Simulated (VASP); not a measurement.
Wanted: the native input for a VASP 6.6.1 run.

```
Task                   : single point
Functional             : PBE
Potentials or basis    : VASP PAW PBE potentials, release 64 (Cu, I)
Cutoff                 : 520 eV
k mesh                 : 8 × 8 × 8
Occupations            : gaussian, width 0.02 eV
Spin                   : no spin polarisation
Dipole correction      : no
Further INCAR settings : ALGO = Normal; EDIFF = 1e-06; NBANDS = 16
```

The structure of CuI lies in POSCAR:

```
CuI
1.0
    0.0000000000      2.9769655221      2.9769655221
    2.9769655221      0.0000000000      2.9769655221
    2.9769655221      2.9769655221      0.0000000000
Cu I
1 1
Direct
    0.2500000000      0.2500000000      0.2500000000
    0.0000000000      0.0000000000      0.0000000000
```

This cell differs from its parent crystal: volume scaled by 0.94.

These files were run (other wordings do the same):

INCAR

```
SYSTEM = CuI
  PREC = Accurate
  ENCUT = 520
  EDIFF = 1E-6
  ISMEAR = 0
  SIGMA = 0.02
  LREAL = .FALSE.
  LASPH = .TRUE.
  NELM = 80
  ALGO = Normal
  ISIF = 2
  LWAVE = .FALSE.
  LCHARG = .FALSE.
  GGA = PE
  NBANDS = 16
```

KPOINTS

```
Automatic mesh
0
G
  8 8 8
  0 0 0
```

Potentials or basis: VASP PAW PBE potentials, release 64 (Cu, I).

The run is started by

```bash
$ cat potpaw_PBE.64/Cu/POTCAR potpaw_PBE.64/I/POTCAR > POTCAR
$ mpirun -np 1 vasp_std > vasp.out
```

It gave:

```yaml
Pressure: 2.9 GPa
Band_gap_on_the_k_mesh: 1.29 eV, direct
```

Caveat: spin-orbit coupling is left out, which moves the levels of the heavy elements.

Run time: 25 s on 1 thread of AMD EPYC 7R13 Processor (Zen 3) (shared host), peak memory 0.16 GiB.
